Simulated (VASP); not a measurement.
Wanted: the native input for a VASP 6.6.1 run.

| Item | Value |
| --- | --- |
| Task | single point |
| Functional | PBE |
| Dispersion | D3(BJ) |
| Potentials or basis | VASP PAW PBE potentials, release 64 (Tl_d) |
| Cutoff | 520 eV |
| k mesh | 15 × 15 × 8 |
| Occupations | gaussian, width 0.1 eV |
| Spin | no spin polarisation |
| Dipole correction | no |
| Further INCAR settings | ALGO = Fast; EDIFF = 1e-07; NBANDS = 20 |

The structure of Tl lies in POSCAR:

```
Tl
1.0
    3.5345601881      0.0000000000      0.0000000000
   -1.7672800941      3.0610189141      0.0000000000
    0.0000000000      0.0000000000      5.4733818347
Tl
2
Direct
    0.3333333333      0.6666666667      0.2500000000
    0.6666666667      0.3333333333      0.7500000000
```

The input as run:

INCAR

```
SYSTEM = Tl
  ALGO = Fast
  EDIFF = 1E-7
  ENCUT = 520
  GGA = PE
  ISIF = 2
  ISMEAR = 0
  IVDW = 12
  LASPH = .True.
  LCHARG = .True.
  LELF = .True.
  LREAL = .False.
  LVHAR = .True.
  LWAVE = .False.
  NBANDS = 20
  NELM = 80
  PREC = Accurate
  SIGMA = 0.1
```

KPOINTS

```
k-points
0
Gamma
  15 15 8
  0 0 0
```

Potentials or basis: VASP PAW PBE potentials, release 64 (Tl_d).

Run with:

```console
$ cat potpaw_PBE.64/Tl_d/POTCAR > POTCAR
$ mpirun -np 1 vasp_std > vasp.out
```

It gave:

```yaml
Pressure: 0.0 GPa
Band_gap_on_the_k_mesh: zero (band 13 reaches 9.94 eV, above the bottom of band 14 at 4.13 eV)
Dispersion_energy_per_atom: -0.331 eV
```

Caveat: spin-orbit coupling is left out, which moves the levels of the heavy elements; pairwise dispersion overbinds metals, which lowers pressure and volume.

Run time: 80 s on 1 thread of Intel(R) Xeon(R) Platinum 8488C (Sapphire Rapids) (shared host), peak memory 0.27 GiB.
